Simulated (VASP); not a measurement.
**TaN: single point with PBEsol**

TaN:

```xyz
2
Lattice="2.9380 0.0000 0.0000 -1.4690 2.5444 0.0000 0.0000 0.0000 2.8830" Properties=species:S:1:pos:R:3 pbc="T T T"
Ta    0.0000    1.6963    1.4415
N    -0.2121   -0.2121   -0.3000
```

This cell differs from its parent crystal: atom 2 (N) moved by (-0.300, -0.300) A along [1 1 0] and z.

```yaml
Program: VASP 6.6.1
Task: single point
Functional: PBEsol
Potentials_or_basis: VASP PAW PBE potentials, release 64 (Ta_pv, N)
Cutoff: 520 eV
k_mesh: 18 × 18 × 16
Occupations: gaussian, width 0.15 eV
Spin: no spin polarisation
```

The pressure is 32.0 GPa, the largest force is 8.548 eV/Å and the band gap on the k mesh is zero (band 8 reaches 8.51 eV, above the bottom of band 9 at 8.34 eV).

Forces in eV/Å, atoms in the order of the input:
```
Ta  -4.898 -3.417 -6.116
N    4.898  3.417  6.116
```

Stress tensor (GPa, compression positive):
```
41.81 18.31 33.65
18.31 13.39 21.76
33.65 21.76 40.93
```

Levels at points of the mesh, in eV from the Fermi level:
| k point | band 6 | band 7 | band 8 | band 9 | band 10 | band 11 |
| --- | --- | --- | --- | --- | --- | --- |
| (0.00, 0.00, 0.00) | -5.59 | -5.04 | -0.98 | 0.41 | 2.81 | 3.91 |
| (0.50, 0.00, 0.00) | -6.00 | -4.28 | -3.08 | 3.14 | 3.46 | 4.11 |
| (0.00, 0.50, 0.00) | -6.16 | -4.80 | -1.55 | 2.20 | 3.70 | 4.25 |
| (0.50, 0.50, 0.00) | -6.30 | -5.19 | -1.07 | 2.27 | 3.69 | 4.25 |
| (0.00, 0.00, 0.50) | -5.82 | -3.99 | -0.60 | 0.55 | 1.45 | 3.28 |
| (0.50, 0.00, 0.50) | -5.58 | -5.24 | -1.36 | 3.71 | 5.07 | 5.77 |
| (0.00, 0.50, 0.50) | -6.87 | -6.28 | 0.17 | 3.24 | 5.06 | 5.85 |
| (0.50, 0.50, 0.50) | -6.42 | -5.63 | -0.45 | 2.43 | 5.21 | 5.83 |

It took 4.8 min on 1 thread of Intel(R) Xeon(R) 6975P-C (Granite Rapids), on a shared host, peak memory 0.89 GiB.

Caveat: the cell differs from its parent crystal (atom 2 (N) moved by (-0.300, -0.300) A along [1 1 0] and z); the PAW data sets were made with another functional, which shifts forces and pressure a little; spin-orbit coupling is left out, which moves the levels of the heavy elements.
